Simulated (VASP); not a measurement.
A run of VASP 6.6.1 is set up as follows.

File POSCAR:

```
PbS
1.0
    4.1234513013      0.0000000000      0.0000000000
   -2.0617256507      3.5710135782      0.0000000000
    0.0000000000      0.0000000000      7.3337316572
Pb S
2 2
Direct
    0.0000000000      0.0000000000      0.0000000000
    0.0000000000      0.0000000000      0.5000000000
    0.3333333333      0.6666666667      0.2500000000
    0.6666666667      0.3333333333      0.7500000000
```

Contents of INCAR.step1:

```
SYSTEM = PbS
ALGO = Normal
EDIFF = 1E-5
ENCUT = 550
GGA = PE
GGA_COMPAT = .FALSE.
ISMEAR = -1
LASPH = .TRUE.
LCHARG = .FALSE.
LREAL = .FALSE.
LWAVE = .TRUE.
NBANDS = 28
NELM = 120
PREC = Accurate
SIGMA = 0.02
```

Contents of INCAR.step2:

```
SYSTEM = PbS
ALGO = Normal
EDIFF = 1E-6
ENCUT = 550
GGA_COMPAT = .FALSE.
ISIF = 2
ISMEAR = -1
ISTART = 1
LASPH = .TRUE.
LCHARG = .TRUE.
LELF = .TRUE.
LMIXTAU = .TRUE.
LREAL = .FALSE.
LVHAR = .TRUE.
LWAVE = .FALSE.
METAGGA = R2SCAN
NBANDS = 28
NELM = 120
PREC = Accurate
SIGMA = 0.02
```

The input KPOINTS:

```
k-points
0
G
  6 6 4
  0 0 0
```

Potentials or basis: VASP PAW PBE potentials, release 64 (Pb_d, S).

Run with:

```sh
$ cat potpaw_PBE.64/Pb_d/POTCAR potpaw_PBE.64/S/POTCAR > POTCAR
$ cp INCAR.step1 INCAR
$ mpirun -np 1 vasp_std > vasp.out
$ cp INCAR.step2 INCAR
$ mpirun -np 1 vasp_std > vasp.out
```

Q: Predict the band gap on the k mesh.

A: 0.25 eV, indirect (the least direct gap lies 3.4 meV higher).

Q: Predict the pressure.

A: 0.0 GPa.

Caveat: the PAW data sets were made with another functional, which shifts forces and pressure a little; spin-orbit coupling is left out, which moves the levels of the heavy elements. A k mesh can miss the band edges.
